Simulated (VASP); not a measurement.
Input of a VASP 6.6.1 run:

INCAR

```
PREC     = Accurate       # precision mode
ENCUT    = 520            # plane-wave cutoff, eV
EDIFF    = 1E-7           # SCF threshold, eV
ISMEAR   = -1             # smearing method
SIGMA    = 0.15           # smearing width, eV
LREAL    = False          # projectors in reciprocal space
LASPH    = True           # aspherical terms in the spheres
NELM     = 100            # most SCF steps
ALGO     = Normal         # electronic algorithm
ISIF     = 2              # what is computed and relaxed
LWAVE    = False          # write WAVECAR
LCHARG   = False          # write CHGCAR
GGA      = PS             # functional
NBANDS   = 43             # bands
```

The input KPOINTS:

```
regular mesh
0
Gamma
  15 15 4
```

The input POSCAR:

```
AlV2C
1.0
    2.8800724532      0.0000000000      0.0000000000
   -1.4400362266      2.4942159092      0.0000000000
    0.0000000000      0.0000000000     13.0347458455
Al V C
2 4 2
Direct
    0.3333333333      0.6666666667      0.2500000000
    0.6666666667      0.3333333333      0.7500000000
    0.3333333333      0.6666666667      0.5851048771
    0.6666666667      0.3333333333      0.4148951229
    0.6666666667      0.3333333333      0.0851048771
    0.3333333333      0.6666666667      0.9148951229
    0.0000000000      0.0000000000      0.0000000000
    0.0000000000      0.0000000000      0.5000000000
```

Potentials or basis: VASP PAW PBE potentials, release 64 (Al, V_sv, C).

Launch:

```bash
$ cat potpaw_PBE.64/Al/POTCAR potpaw_PBE.64/V_sv/POTCAR potpaw_PBE.64/C/POTCAR > POTCAR
$ mpirun -np 1 vasp_std > vasp.out
```

(1) What does it give for the band gap on the k mesh?

(2) Predict the largest force.

Results:

(1) zero (bands 33 and 34 overlap by 1.68 eV).

(2) 0.035 eV/Å.

Caveat: the PAW data sets were made with another functional, which shifts forces and pressure a little.
